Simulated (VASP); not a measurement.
# Si16Ge (a cell with a defect) in VASP: notebook, part 2 of 2

VASP 6.6.1. The steps go on from the part before.

## 4. Single point, PBEsol

Input file INCAR:

```
ALGO = Normal
EDIFF = 1E-6
ENCUT = 520
GGA = PS
ISIF = 2
ISMEAR = 0
LASPH = True
LCHARG = False
LREAL = Auto
LWAVE = False
NBANDS = 53
NELM = 80
PREC = Accurate
SIGMA = 0.05
```

Input file KPOINTS:

```
k-points
0
Gamma
  2 2 2
```

Input file POSCAR:

```
Si16Ge
1.0
    0.0000000000      5.4300000000      5.4300000000
    5.4300000000      0.0000000000      5.4300000000
    5.4300000000      5.4300000000      0.0000000000
Si Ge
16 1
Direct
    0.0019726519     -0.0122129834      0.0016732044
    0.1369790055      0.0888510129      0.1364655617
    0.0026638122     -0.0126870166      0.5073387661
    0.1086156538      0.1290230203      0.6305694291
    0.0128317680      0.4618520258      0.0126197974
    0.1212923573      0.6159428177      0.1209317680
   -0.0406562615      0.5031833333      0.5179431860
    0.1207207182      0.6159046961      0.6421927256
    0.5078471455     -0.0125950276      0.0022186004
    0.6308706262      0.1290595764      0.1084778085
    0.4780074586      0.0660709945      0.4778218232
    0.6316926335      0.1284856354      0.6311887661
    0.5181949355      0.5032534991     -0.0406547882
    0.6422861878      0.6158843462      0.1204985267
    0.5196990792      0.5025375691      0.5191116022
    0.6032081031      0.6903524862      0.6032335175
    0.3375816759      0.4878750460      0.3377221915
```

Potentials or basis: VASP PAW PBE potentials, release 64 (Si, Ge_d).

Launch:

```bash
$ cat potpaw_PBE.64/Si/POTCAR potpaw_PBE.64/Ge_d/POTCAR > POTCAR
$ mpirun -np 1 vasp_std > vasp.out
```

OUTCAR:

```text
EDIFF = 1E-6
   ENCUT = 520
   GGA = PS
   ISIF = 2
   ISMEAR = 0
   LASPH = True
   LREAL = Auto
   NELM = 80
   PREC = Accurate

 ion  position               nearest neighbor table
   1  0.002  0.988  0.002-   2 2.33  10 2.33   4 2.33   6 2.33
   2  0.137  0.089  0.136-   3 2.33   9 2.33   1 2.33   5 2.34
   3  0.003  0.987  0.507-   4 2.33   8 2.33  12 2.33   2 2.33
   4  0.109  0.129  0.631-   3 2.33   1 2.33  11 2.35   7 2.35
   5  0.013  0.462  0.013-   8 2.33  14 2.33   6 2.33   2 2.34
   6  0.121  0.616  0.121-   1 2.33   5 2.33  17 2.45  13 2.50   7 2.50
   7  0.959  0.503  0.518-  16 2.28   4 2.35  17 2.48   6 2.50   8 2.51
   8  0.121  0.616  0.642-   3 2.33   5 2.33  17 2.44   7 2.51  15 2.51
   9  0.508  0.987  0.002-  10 2.33   2 2.33  12 2.33  14 2.33
  10  0.631  0.129  0.108-   9 2.33   1 2.33  11 2.35  13 2.35
  11  0.478  0.066  0.478-  10 2.35   4 2.35  12 2.35  16 2.36  17 2.64
  12  0.632  0.128  0.631-   3 2.33   9 2.33  15 2.35  11 2.35
  13  0.518  0.503  0.959-  16 2.28  10 2.35  17 2.48   6 2.50  14 2.50
  14  0.642  0.616  0.120-   9 2.33   5 2.33  17 2.45  13 2.50  15 2.51
  15  0.520  0.503  0.519-  16 2.28  12 2.35  17 2.48  14 2.51   8 2.51
  16  0.603  0.690  0.603-  15 2.28  13 2.28   7 2.28  11 2.36
  17  0.338  0.488  0.338-   8 2.44  14 2.45   6 2.45   7 2.48  13 2.48  15 2.48  11 2.64

  LATTYP: Found a face centered cubic cell.
 ALAT       =    10.8600000000

  Lattice vectors:

 A1 = (   0.0000000000,   5.4300000000,   5.4300000000)
 A2 = (   5.4300000000,   0.0000000000,   5.4300000000)
 A3 = (   5.4300000000,   5.4300000000,   0.0000000000)

Analysis of symmetry for initial positions (statically):
=====================================================================
 Subroutine PRICEL returns:
 Original cell was already a primitive cell.

 Routine SETGRP: Setting up the symmetry group for a
 face centered cubic supercell.

 Subroutine GETGRP returns: Found  1 space group operations
 (whereof  1 operations were pure point group operations)
 out of a pool of 48 trial point group operations.

The static configuration has the point symmetry C_1 .

Analysis of symmetry for dynamics (positions and initial velocities):
=====================================================================
 Subroutine PRICEL returns:
 Original cell was already a primitive cell.

 Routine SETGRP: Setting up the symmetry group for a
 face centered cubic supercell.

 Subroutine GETGRP returns: Found  1 space group operations
 (whereof  1 operations were pure point group operations)
 out of a pool of 48 trial point group operations.

The dynamic configuration has the point symmetry C_1 .

 Subroutine INISYM returns: Found  1 space group operations
 (whereof  1 operations are pure point group operations),
 and found     1 'primitive' translations

----------------------------------------------------------------------------------------

                                     Primitive cell

  volume of cell :     320.2060

  direct lattice vectors                    reciprocal lattice vectors
     0.000000000  5.430000000  5.430000000    -0.092081031  0.092081031  0.092081031
     5.430000000  0.000000000  5.430000000     0.092081031 -0.092081031  0.092081031
[... 77 lines left out ...]
  0.500000  0.500000  0.000000      1.000000
  0.000000  0.500000  0.500000      1.000000
  0.500000  0.000000  0.500000      1.000000
   k-points           NKPTS =      8   k-points in BZ     NKDIM =      8   number of bands    NBANDS=     53
   number of dos      NEDOS =    301   number of ions     NIONS =     17
   total plane-waves  NPLWV = 216000
   dimension x,y,z NGX =    60 NGY =   60 NGZ =   60
   dimension x,y,z NGXF=   120 NGYF=  120 NGZF=  120
   ions per type =              16   1
   NGX,Y,Z   is equivalent  to a cutoff of  12.99, 12.99, 12.99 a.u.
   NGXF,Y,Z  is equivalent  to a cutoff of  25.98, 25.98, 25.98 a.u.
 SYSTEM =  unknown system
   PREC   = accura    normal or accurate (medium, high low for compatibility)
   ISTART =      0    job   : 0-new  1-cont  2-samecut
   ICHARG =      2    charge: 1-file 2-atom 10-const
   ISPIN  =      1    spin polarized calculation?
   LNONCOLLINEAR =      F non collinear calculations
   LSORBIT =      F    spin-orbit coupling
   LASPH  =      T    aspherical Exc in radial PAW
   ENCUT  =  520.0 eV  38.22 Ry    6.18 a.u.  14.28 14.28 14.28*2*pi/ulx,y,z
   NELM   =     80;   NELMIN=  2; NELMDL= -5     # of ELM steps
   EDIFF  = 0.1E-05   stopping-criterion for ELM
   LREAL  =      T    real-space projection
   EDIFFG = 0.1E-04   stopping-criterion for IOM
   NSW    =      0    number of steps for IOM
   IBRION =     -1    ionic relax: 0-MD 1-quasi-New 2-CG
   NFREE  =      0    steps in history (QN), initial steepest desc. (CG)
   ISIF   =      2    stress and relaxation
   ISYM   =      2    0-nonsym 1-usesym 2-fastsym
   POTIM  = 0.5000    time-step for ionic-motion
   TEBEG  =    0.0;   TEEND  =   0.0 temperature during run
   PSTRESS=    0.0 pullay stress
   NELECT =      78.0000    total number of electrons
   NUPDOWN=      -1.0000    fix difference up-down
   EMIN   =  10.00;   EMAX   =-10.00  energy-range for DOS
   EFERMI =   0.00;   METHOD = LEGACY
   ISMEAR =     0;   SIGMA  =   0.05  broadening in eV -4-tet -1-fermi 0-gaus
   EFERMI_NEDOS =   21; number of points for ismear=-14 and -15
   IALGO  =     38    algorithm
   IMIX   =      4    mixing-type and parameters
     AMIX     =   0.40;   BMIX     =  1.00
     AMIX_MAG =   1.60;   BMIX_MAG =  1.00
  volume/ion in A,a.u.               =      18.84       127.11
  Fermi-wavevector in a.u.,A,eV,Ry     =   1.022421  1.932096 14.222785  1.045345
  Thomas-Fermi vector in A             =   2.156100
   LORBIT       =      0    0 simple, 1 ext, 2 COOP (PROOUT), +10 PAW based schemes
   GGA     = PS    functional components
   LHFCALC =     F    Hartree Fock is set to
   AEXX    =    0.0000 exact exchange contribution
   IVDW    =     0    specifies the selected vdW correction
   LEPSILON=     F    determine dielectric tensor
   LRPA    =     F    only Hartree local field effects (RPA)
 non-spin polarized calculation
 Gauss-broadening in eV      SIGMA  =   0.05
  energy-cutoff  :      520.00
  volume of cell :      320.21
 maximum number of plane-waves:      8646
 NGX is ok and might be reduce to    60
   NGX = 29   NGY = 29   NGZ = 29

 number of electron      77.9999998 magnetization

 Free energy of the ion-electron system (eV)
  ---------------------------------------------------
  ext. energy  EPLUGINS =         0.00000000
  ---------------------------------------------------
  free energy    TOTEN  =       -92.48723588 eV

  energy without entropy =      -92.47756167  energy(sigma->0) =      -92.48239878

 E-fermi :   6.7140     XC(G=0):  -9.9004

 val. band max:        6.6008799828   @ k =   0.0000   0.0000   0.0000
 cond. band min:       6.7283482955   @ k =   0.5000   0.0000   0.5000
 fundamental gap:      0.1274683127
 Fermi energy:         6.7140427612

 k-point     1 :       0.0000    0.0000    0.0000
  band No.  band energies     occupation
      1     -18.1851      2.00000
      2     -18.1850      2.00000
      3     -18.0972      2.00000
      4     -18.0971      2.00000
      5     -18.0960      2.00000
      6      -6.4889      2.00000
[... 421 lines left out ...]
     50      10.2583      0.00000
     51      10.3598      0.00000
 [bands above 51 left out]

------------------------ aborting loop because EDIFF is reached ----------------------------------------

  FORCE on cell =-STRESS in cart. coord.  units (eV):
  Direction    XX          YY          ZZ          XY          YZ          ZX
  --------------------------------------------------------------------------------------
  -------------------------------------------------------------------------------------
  Total        7.6742996      7.5700226      7.6469838      1.5018941      1.4763462     -1.5336877
  in kB       38.3989943     37.8772353     38.2623174      7.5148516      7.3870204     -7.6739335
  external PRESSURE =      38.1795157 kB  Pullay stress =       0.0000000 kB

 VOLUME and BASIS-vectors are now :
 -----------------------------------------------------------------------------
  energy-cutoff  :      520.00
  volume of cell :      320.21
      direct lattice vectors                 reciprocal lattice vectors
     0.000000000  5.430000000  5.430000000    -0.092081031  0.092081031  0.092081031
     5.430000000  0.000000000  5.430000000     0.092081031 -0.092081031  0.092081031
     5.430000000  5.430000000  0.000000000     0.092081031  0.092081031 -0.092081031

 POSITION                                       TOTAL-FORCE (eV/Angst)
 -----------------------------------------------------------------------------------
      5.37277      0.01980      5.37439        -0.008705      0.006491     -0.007010
      1.22347      1.48480      1.22626         0.004806      0.000054      0.003400
      8.11596      2.76931      5.37557         0.006185     -0.004107     -0.003494
      4.12459      4.01378      1.29038         0.006709      0.002956     -0.022635
      2.57638      0.13820      2.57753        -0.001741      0.018292     -0.006627
      4.00123      1.31528      4.00319        -0.008208     -0.009481     -0.009882
[... 9 lines left out ...]
      7.02417      6.55098      7.02403         0.042243     -0.020002      0.045944
      4.48299      3.66690      4.48223        -0.005828      0.046814     -0.008688
 -----------------------------------------------------------------------------------
    total drift:                                0.004752     -0.003318      0.001681

  FREE ENERGIE OF THE ION-ELECTRON SYSTEM (eV)
  ---------------------------------------------------
  free  energy   TOTEN  =       -92.4872358833 eV

  energy  without entropy=      -92.4775616736  energy(sigma->0) =      -92.48239878
```

It took 99 s on 1 thread of Intel Xeon 6975P-C (Granite Rapids), shared host; peak memory 0.49 GiB.

What came out:

- Free energy: -92.4872 eV
- Pressure: 3.8 GPa
- Largest force: 0.066 eV/Å
- Band gap on the k mesh: zero (bands 39 and 40 overlap by 0.14 eV)

Forces on the atoms (eV/Å):
```
Si  -0.009  0.006 -0.007
Si   0.005  0.000  0.003
Si   0.006 -0.004 -0.003
Si   0.007  0.003 -0.023
Si  -0.002  0.018 -0.007
Si  -0.008 -0.009 -0.010
Si   0.037 -0.019 -0.025
Si  -0.049  0.010  0.003
Si  -0.006 -0.003  0.003
Si  -0.024  0.001  0.007
Si   0.030 -0.019  0.027
Si   0.003  0.019 -0.001
Si  -0.030 -0.020  0.034
Si   0.002  0.012 -0.037
Si   0.001 -0.022 -0.002
Si   0.042 -0.020  0.046
Ge  -0.006  0.047 -0.009
```

Caveat: the k points lie up to 0.50 Å⁻¹ apart; the PAW data sets were made with another functional, which shifts forces and pressure a little.

## 5. Single point, PBEsol

Input file INCAR:

```
PREC = Accurate ; ENCUT = 520
EDIFF = 1E-6 ; ISMEAR = 0
SIGMA = 0.05 ; LREAL = Auto
LASPH = True ; NELM = 60
ALGO = Normal ; ISIF = 2
LWAVE = False ; LCHARG = False
GGA = PS ; NBANDS = 53
```

Input file KPOINTS:

```
Automatic mesh
0
Gamma
  2 2 2
```

Input file POSCAR:

```
Si16Ge
1.0
    0.0000000000      5.4300000000      5.4300000000
    5.4300000000      0.0000000000      5.4300000000
    5.4300000000      5.4300000000      0.0000000000
Si Ge
16 1
Direct
    0.0001574586     -0.0068294659     -0.0001753223
    0.1327592081      0.1013639963      0.1320606814
    0.0009951197     -0.0072118785      0.5050822284
    0.1146367403      0.1271662063      0.6283741252
    0.0088064457      0.4737677716      0.0084478821
    0.1190802026      0.6221175875      0.1188422652
   -0.0243906998      0.5072083794      0.5076463168
    0.1193918969      0.6219226519      0.6394193370
    0.5057895028     -0.0071692449      0.0004523020
    0.6286602210      0.1272173112      0.1145880295
    0.4904517495      0.0288331492      0.4903825046
    0.6297390424      0.1266208103      0.6291615101
    0.5078659300      0.5073149171     -0.0241639042
    0.6397837017      0.6219196133      0.1190849908
    0.5097657459      0.5065337017      0.5089751381
    0.6123709024      0.6635377532      0.6126353591
    0.3594059853      0.4225918048      0.3597030387
```

Launch:

```bash
$ cat potpaw_PBE.64/Si/POTCAR potpaw_PBE.64/Ge_d/POTCAR > POTCAR
$ mpirun -np 1 vasp_std > vasp.out
```

It took 79 s on 1 thread of Intel Xeon 6975P-C (Granite Rapids), shared host; peak memory 0.49 GiB.

Results (log left out):

```
Free energy            : -92.6827 eV
Pressure               : 4.5 GPa
Largest force          : 0.293 eV/Å
Band gap on the k mesh : zero (bands 39 and 40 overlap by 0.23 eV)
```

Forces on the atoms (eV/Å):
```
Si   0.019 -0.028  0.020
Si   0.039 -0.032  0.036
Si   0.035 -0.028  0.024
Si   0.002  0.003  0.018
Si   0.038 -0.027  0.034
Si   0.024 -0.032  0.022
Si   0.004  0.012  0.097
Si   0.008 -0.021  0.025
Si   0.023 -0.027  0.032
Si   0.018  0.001  0.002
Si  -0.090  0.099 -0.093
Si  -0.003 -0.022 -0.004
Si   0.090  0.007  0.006
Si   0.026 -0.020  0.015
Si  -0.003 -0.113 -0.008
Si  -0.060  0.057 -0.059
Ge  -0.168  0.171 -0.169
```

Stress tensor (GPa, compression positive):
```
 4.45  0.17 -0.18
 0.17  4.47  0.15
-0.18  0.15  4.46
```

Levels at points of the mesh, in eV from the Fermi level:
| k point | band 35 | band 36 | band 37 | band 38 | band 39 | band 40 | band 41 | band 42 | band 43 | band 44 |
| --- | --- | --- | --- | --- | --- | --- | --- | --- | --- | --- |
| (0.00, 0.00, 0.00) | -1.59 | -0.82 | -0.67 | -0.66 | -0.41 | -0.17 | -0.17 | 0.01 | 0.01 | 0.48 |
| (0.50, 0.00, 0.00) | -1.44 | -1.41 | -1.41 | -1.29 | -0.23 | 0.32 | 0.68 | 0.79 | 0.85 | 1.26 |
| (0.00, 0.50, 0.00) | -1.40 | -1.39 | -1.36 | -1.36 | -0.33 | 0.41 | 0.43 | 1.00 | 1.00 | 1.17 |
| (0.00, 0.00, 0.50) | -1.44 | -1.41 | -1.40 | -1.29 | -0.23 | 0.32 | 0.68 | 0.79 | 0.85 | 1.26 |
| (0.50, 0.50, 0.50) | -1.44 | -1.41 | -1.41 | -1.29 | -0.23 | 0.33 | 0.68 | 0.79 | 0.85 | 1.26 |
| (0.50, 0.50, 0.00) | -2.04 | -1.94 | -1.80 | -1.20 | 0.05 | 0.66 | 1.07 | 1.15 | 1.23 | 1.90 |
| (0.00, 0.50, 0.50) | -2.04 | -1.94 | -1.81 | -1.20 | 0.05 | 0.66 | 1.07 | 1.15 | 1.22 | 1.90 |
| (0.50, 0.00, 0.50) | -2.03 | -1.94 | -1.80 | -1.19 | 0.05 | 0.66 | 1.07 | 1.16 | 1.23 | 1.89 |

Caveat: the k points lie up to 0.50 Å⁻¹ apart; the PAW data sets were made with another functional, which shifts forces and pressure a little.

## 6. Overview

```tsv
cell	gap on the mesh (eV)	pressure (GPa)	largest force (eV/Å)
as given, atomic positions A	none	4.5	0.29
as given, atomic positions B	none	3.8	0.06
as given, atomic positions C	none	3.8	0.07
as given, atomic positions D	none	4.5	0.29
```

Alike in all rows: task single point; level PBEsol; potentials or basis VASP PAW PBE potentials, release 64 (Si, Ge_d); no spin polarisation; k mesh 2 × 2 × 2; cutoff (eV) 520; smearing gaussian 0.05 eV.

Caveats: all runs use coarse meshes; the PAW data sets were made with another functional, which shifts forces and pressure a little.

Total energies depend on the potentials used, so only differences within one code and one set of settings carry meaning.
